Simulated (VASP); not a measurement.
# TiCo3 (Pm-3m) in VASP: vibrations by perturbation theory with LDA

Aim: the vibrations by perturbation theory of TiCo3 with LDA.

All numbers are computed with VASP 6.6.1; they aren't measurements. Logs are shortened: lines on timing, memory, paths and dates and some standing lists are left out, and cuts for length are marked.

### Step 1. The cell of the first run

It takes space group Pm-3m (No. 221, cubic). Conventional cell: a = 3.494 Å, b = 3.494 Å, c = 3.494 Å, α = 90.00°, β = 90.00°, γ = 90.00°. Within 3.3 Å of Ti (site symmetry m-3m) lie 12 Co at 2.47 Å. Co (site symmetry 4/mmm) has 4 Ti at 2.47 Å and 8 Co at 2.47 Å within 3.3 Å.

### Step 2. Vibrations by perturbation theory, LDA

Contents of INCAR:

```
  PREC = Accurate
  ENCUT = 550
  EDIFF = 1E-8
  ISMEAR = -1
  SIGMA = 0.15
  LREAL = F
  LASPH = T
  NELM = 300
  ALGO = All
  ISIF = 2
  LWAVE = F
  LCHARG = F
  NBANDS = 28
  IBRION = 8
  NSW = 1
  GGA_COMPAT = F
  ISEARCH = 1
  KPAR = 4
```

Contents of KPOINTS:

```
Automatic mesh
0
Gamma
  12 12 12
```

Contents of POSCAR:

```
TiCo3
1.0
    3.4942213280      0.0000000000      0.0000000000
    0.0000000000      3.4942213280      0.0000000000
    0.0000000000      0.0000000000      3.4942213280
Ti Co
1 3
Direct
    0.0000000000      0.0000000000      0.0000000000
    0.0000000000      0.5000000000      0.5000000000
    0.5000000000      0.0000000000      0.5000000000
    0.5000000000      0.5000000000      0.0000000000
```

Potentials or basis: VASP PAW LDA potentials, release 64 (Ti_sv, Co).

The run is started by

```console
cat potpaw_LDA.64/Ti_sv/POTCAR potpaw_LDA.64/Co/POTCAR > POTCAR
mpirun -np 4 vasp_std > vasp.out
```

OUTCAR:

```text
PREC = Accurate
   ENCUT = 550
   EDIFF = 1E-8
   ISMEAR = -1
   LREAL = F
   LASPH = T
   NELM = 300
   ISIF = 2
   IBRION = 8
   NSW = 1

 ion  position               nearest neighbor table
   1  0.000  0.000  0.000-   2 2.47   3 2.47   4 2.47   2 2.47   3 2.47   2 2.47   4 2.47   2 2.47
                             3 2.47   4 2.47   3 2.47   4 2.47
   2  0.000  0.500  0.500-   1 2.47   3 2.47   4 2.47   1 2.47   4 2.47   1 2.47   3 2.47   1 2.47
                             3 2.47   4 2.47   4 2.47   3 2.47
   3  0.500  0.000  0.500-   1 2.47   2 2.47   4 2.47   1 2.47   4 2.47   2 2.47   4 2.47   4 2.47
                             1 2.47   2 2.47   1 2.47   2 2.47
   4  0.500  0.500  0.000-   1 2.47   2 2.47   3 2.47   2 2.47   3 2.47   1 2.47   3 2.47   3 2.47
                             1 2.47   2 2.47   2 2.47   1 2.47

  LATTYP: Found a simple cubic cell.
 ALAT       =     3.4942213280

  Lattice vectors:

 A1 = (   3.4942213280,   0.0000000000,   0.0000000000)
 A2 = (   0.0000000000,   3.4942213280,   0.0000000000)
 A3 = (   0.0000000000,   0.0000000000,   3.4942213280)

Analysis of symmetry for initial positions (statically):
=====================================================================
 Subroutine PRICEL returns:
 Original cell was already a primitive cell.

 Routine SETGRP: Setting up the symmetry group for a
 simple cubic supercell.

 Subroutine GETGRP returns: Found 48 space group operations
 (whereof 48 operations were pure point group operations)
 out of a pool of 48 trial point group operations.

The static configuration has the point symmetry O_h .

Analysis of symmetry for dynamics (positions and initial velocities):
=====================================================================
 Subroutine PRICEL returns:
 Original cell was already a primitive cell.

 Routine SETGRP: Setting up the symmetry group for a
 simple cubic supercell.

 Subroutine GETGRP returns: Found 48 space group operations
 (whereof 48 operations were pure point group operations)
 out of a pool of 48 trial point group operations.

The dynamic configuration has the point symmetry O_h .

 Subroutine INISYM returns: Found 48 space group operations
 (whereof 48 operations are pure point group operations),
 and found     1 'primitive' translations

----------------------------------------------------------------------------------------

                                     Primitive cell

  volume of cell :      42.6630

  direct lattice vectors                    reciprocal lattice vectors
     3.494221328  0.000000000  0.000000000     0.286186794  0.000000000  0.000000000
     0.000000000  3.494221328  0.000000000     0.000000000  0.286186794  0.000000000
     0.000000000  0.000000000  3.494221328     0.000000000  0.000000000  0.286186794

  length of vectors
     3.494221328  3.494221328  3.494221328     0.286186794  0.286186794  0.286186794

  position of ions in fractional coordinates (direct lattice)
     0.000000000  0.000000000  0.000000000
     0.000000000  0.500000000  0.500000000
     0.500000000  0.000000000  0.500000000
     0.500000000  0.500000000  0.000000000

  ion indices of the primitive-cell ions
   primitive index   ion index
                 1           1
                 2           2
                 3           3
                 4           4

----------------------------------------------------------------------------------------

 KPOINTS: Automatic mesh

Automatic generation of k-mesh.
 Grid dimensions read from file:
 generate k-points for:   12   12   12

 Generating k-lattice:

  Cartesian coordinates                     Fractional coordinates (reciprocal lattice)
     0.023848900  0.000000000  0.000000000     0.083333333  0.000000000  0.000000000
[... 82 lines left out ...]
  Thomas-Fermi vector in A             =   2.687779
   LORBIT       =      0    0 simple, 1 ext, 2 COOP (PROOUT), +10 PAW based schemes
   GGA     = CA    functional components
   LHFCALC =     F    Hartree Fock is set to
   AEXX    =    0.0000 exact exchange contribution
   IVDW    =     0    specifies the selected vdW correction
   LEPSILON=     F    determine dielectric tensor
   LRPA    =     F    only Hartree local field effects (RPA)
 non-spin polarized calculation
  energy-cutoff  :      550.00
  volume of cell :       42.66
 maximum number of plane-waves:      1269
 NGX is ok and might be reduce to    28
   NGX = 13   NGY = 13   NGZ = 13

--------------------------------------- Ionic step        1  -------------------------------------------

 number of electron      38.9999959 magnetization

 Free energy of the ion-electron system (eV)
  ---------------------------------------------------
  ext. energy  EPLUGINS =         0.00000000
  ---------------------------------------------------
  free energy    TOTEN  =       -34.58938149 eV

  energy without entropy =      -34.20433999  energy(sigma->0) =      -34.39686074

 E-fermi :  11.0477     XC(G=0): -13.9908

 val. band max:       11.0430954516   @ k =   0.4167   0.0833   0.0000
 cond. band min:      11.0489936370   @ k =   0.3333   0.1667   0.0833
 fundamental gap:      0.0058981854
 Fermi energy:        11.0477436829

 k-point     1 :       0.0000    0.0000    0.0000
  band No.  band energies     occupation
      1     -44.6000      2.00000
      2     -21.2562      2.00000
      3     -21.2562      2.00000
      4     -21.2562      2.00000
      5       2.7604      2.00000
      6       6.3267      2.00000
[... 733 lines left out ...]
     27      16.3629      0.00000
     28      17.5842      0.00000

 [... further k-points ...]

------------------------ aborting loop because EDIFF is reached ----------------------------------------

  FORCE on cell =-STRESS in cart. coord.  units (eV):
  Direction    XX          YY          ZZ          XY          YZ          ZX
  --------------------------------------------------------------------------------------
  -------------------------------------------------------------------------------------
  Total       -0.1053951     -0.1053951     -0.1053951      0.0000000      0.0000000      0.0000000
  in kB       -3.9580357     -3.9580357     -3.9580357      0.0000000      0.0000000      0.0000000
  external PRESSURE =      -3.9580357 kB  Pullay stress =       0.0000000 kB

 VOLUME and BASIS-vectors are now :
 -----------------------------------------------------------------------------
  energy-cutoff  :      550.00
  volume of cell :       42.66
      direct lattice vectors                 reciprocal lattice vectors
     3.494221328  0.000000000  0.000000000     0.286186794  0.000000000  0.000000000
     0.000000000  3.494221328  0.000000000     0.000000000  0.286186794  0.000000000
     0.000000000  0.000000000  3.494221328     0.000000000  0.000000000  0.286186794

 POSITION                                       TOTAL-FORCE (eV/Angst)
 -----------------------------------------------------------------------------------
      0.00000      0.00000      0.00000         0.000000      0.000000      0.000000
      0.00000      1.74711      1.74711         0.000000      0.000000      0.000000
      1.74711      0.00000      1.74711         0.000000      0.000000      0.000000
      1.74711      1.74711      0.00000         0.000000      0.000000      0.000000
 -----------------------------------------------------------------------------------
    total drift:                                0.000000      0.000000      0.000000

  FREE ENERGIE OF THE ION-ELECTRON SYSTEM (eV)
  ---------------------------------------------------
  free  energy   TOTEN  =       -34.5893814937 eV

  energy  without entropy=      -34.2043395252  energy(sigma->0) =      -34.39686051

[... ionic steps 2 to 3 ...]

--------------------------------------- Ionic step        4  -------------------------------------------

------------------------ aborting loop because EDIFF is reached ----------------------------------------

[... ionic steps 5 to 6 ...]

--------------------------------------- Ionic step        7  -------------------------------------------

------------------------ aborting loop because EDIFF is reached ----------------------------------------

--------------------------------------- Ionic step        8  -------------------------------------------

 Free energy of the ion-electron system (eV)
  ---------------------------------------------------
  ---------------------------------------------------
  free energy    TOTEN  =        -0.17092760 eV

  energy without entropy =       -0.17092768

------------------------ aborting loop because EDIFF is reached ----------------------------------------

 INTERNAL STRAIN TENSOR  FOR ION    2  DIRECTION 2   (eV/Angst):
 -----------------------------------------------------------------------------
     0.00378  0.00000  0.00000
     0.00000 -0.01846  0.00000
     0.00000  0.00000  0.01074

 INTERNAL STRAIN TENSOR FOR ION    4 for displacements in x,y,z  (eV/Angst):
          X           Y           Z          XY          YZ          ZX
  --------------------------------------------------------------------------------
  x     0.00000     0.00000     0.00000     0.00000     0.00000     0.00000
  y     0.00000     0.00000     0.00000     0.00000     0.00000     0.00000
  z     0.00000     0.00000     0.00000     0.00000     0.00000     0.00000

 SECOND DERIVATIVES (NOT SYMMETRIZED)
 ------------------------------------
               1X          1Y          1Z          2X          2Y          2Z          3X          3Y          3Z          4X          4Y          4Z
  1X    -9.436095    0.000000    0.000000   -0.207197    0.000000   -0.000000    4.821646    0.000000   -0.000000    4.821646   -0.000000    0.000000
  1Y     0.000000   -9.436095   -0.000000    0.000000    4.821646    0.000000    0.000000   -0.207197    0.000000   -0.000000    4.821646    0.000000
  1Z    -0.000000    0.000000   -9.436095    0.000000    0.000000    4.821646    0.000000    0.000000    4.821646   -0.000000   -0.000000   -0.207197
  2X    -0.206971   -0.000000    0.000000   -7.733940    0.000000    0.000000    3.970455    0.000000   -0.000000    3.970455   -0.000000    0.000000
  2Y     0.000000    4.805943    0.000000    0.000000  -10.035707    0.000000    0.000000    3.971293    0.000000    0.000000    1.258471    0.000000
  2Z     0.000000    0.000000    4.805943    0.000000    0.000000  -10.035707    0.000000    0.000000    1.258471    0.000000    0.000000    3.971293
  3X     4.805943    0.000000    0.000000    3.971293    0.000000    0.000000  -10.035707    0.000000    0.000000    1.258471    0.000000    0.000000
  3Y    -0.000000   -0.206971    0.000000    0.000000    3.970455   -0.000000    0.000000   -7.733940    0.000000   -0.000000    3.970455    0.000000
  3Z     0.000000    0.000000    4.805943    0.000000    0.000000    1.258471    0.000000    0.000000  -10.035707    0.000000    0.000000    3.971293
  4X     4.805943    0.000000    0.000000    3.971293    0.000000    0.000000    1.258471    0.000000    0.000000  -10.035707    0.000000    0.000000
  4Y     0.000000    4.805943    0.000000    0.000000    1.258471    0.000000    0.000000    3.971293    0.000000    0.000000  -10.035707    0.000000
  4Z     0.000000    0.000000   -0.206971    0.000000   -0.000000    3.970455   -0.000000    0.000000    3.970455    0.000000    0.000000   -7.733940

 Eigenvectors and eigenvalues of the dynamical matrix
 ----------------------------------------------------

   1 f  =    8.931192 THz    56.116335 2PiTHz  297.912499 cm-1    36.936426 meV
             X         Y         Z           dx          dy          dz
      0.000000  0.000000  0.000000     0.446685   -0.290028   -0.402914
      0.000000  1.747111  1.747111     0.225629    0.203752    0.283059
      1.747111  0.000000  1.747111    -0.313808   -0.146499    0.283059
      1.747111  1.747111  0.000000    -0.313808    0.203752   -0.203520
[... 71 lines left out ...]
  12 f/i=    0.005310 THz     0.033364 2PiTHz    0.177123 cm-1     0.021960 meV
             X         Y         Z           dx          dy          dz
      0.000000  0.000000  0.000000     0.441093   -0.134027   -0.002724
      0.000000  1.747111  1.747111     0.490243   -0.148940   -0.003027
      1.747111  0.000000  1.747111     0.490176   -0.148961   -0.003027
      1.747111  1.747111  0.000000     0.490176   -0.148940   -0.003027

--------------------------------------------------------------------------------------------------------

 ELASTIC MODULI CONTR FROM IONIC RELAXATION (kBar)
 Direction    XX          YY          ZZ          XY          YZ          ZX
 --------------------------------------------------------------------------------
 XX           0.0000      0.0000      0.0000      0.0000      0.0000      0.0000
 YY           0.0000      0.0000      0.0000      0.0000      0.0000      0.0000
 ZZ           0.0000      0.0000      0.0000      0.0000      0.0000      0.0000
 XY           0.0000      0.0000      0.0000      0.0000      0.0000      0.0000
 YZ           0.0000      0.0000      0.0000      0.0000      0.0000      0.0000
 ZX           0.0000      0.0000      0.0000      0.0000      0.0000      0.0000
 --------------------------------------------------------------------------------
```

Run time: 6.8 min. Hardware: 4 MPI ranks of Intel Xeon Platinum 8375C at 2.90GHz (Ice Lake), shared host; peak memory 1 GiB.

Results:

| Item | Value |
| --- | --- |
| Highest phonon frequency at Γ | 298 cm⁻¹ |

Phonon frequencies in cm⁻¹ (negative: imaginary):
```
              q point                                frequencies
(0.000, 0.000, 0.000)  0 0 0 203 203 203 228 228 228 298 298 298
```

Caveat: the run has no spin polarisation, though such a crystal can be magnetic. Spin polarisation is off, so any magnetic state and its effect on volume and gap are missing.
